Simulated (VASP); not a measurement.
Here is a VASP 6.6.1 calculation.

The input INCAR:

```
SYSTEM = AlN
  PREC = Accurate
  ENCUT = 520
  EDIFF = 1E-6
  ISMEAR = 0
  SIGMA = 0.05
  LREAL = .FALSE.
  LASPH = .TRUE.
  NELM = 100
  ALGO = Normal
  ISIF = 2
  LWAVE = .FALSE.
  LCHARG = .FALSE.
  GGA = CA
  NBANDS = 16
```

File KPOINTS:

```
regular mesh
0
G
  9 9 6
  0 0 0
```

File POSCAR:

```
AlN
1.0
    3.0887424016      0.0000000000      0.0000000000
   -1.5443712008      2.6749293856      0.0000000000
    0.0000000000      0.0000000000      4.9437688231
Al N
2 2
Direct
    0.3198425432      0.6730967429      0.0015212672
    0.6801574568      0.3269032571      0.5015212672
    0.3453716003      0.6609289023      0.3834787328
    0.6546283997      0.3390710977      0.8834787328
```

Potentials or basis: VASP PAW LDA potentials, release 64 (Al, N).

Run with:

```console
$ cat potpaw_LDA.64/Al/POTCAR potpaw_LDA.64/N/POTCAR > POTCAR
$ mpirun -np 1 vasp_std > vasp.out
```

**Question.** Estimate the largest force.

**Answer.** 0.300 eV/Å.

**Question.** Predict the pressure.

**Answer.** 0.5 GPa.

Forces on the atoms (eV/Å):
```
Al   0.286 -0.087  0.021
Al  -0.286  0.087  0.021
N   -0.138  0.049 -0.021
N    0.138 -0.049 -0.021
```

Caveat: the cell differs from its parent crystal (mode 4 frozen in at -0.052 Å and mode 5 at +0.017 Å (largest displacements)).
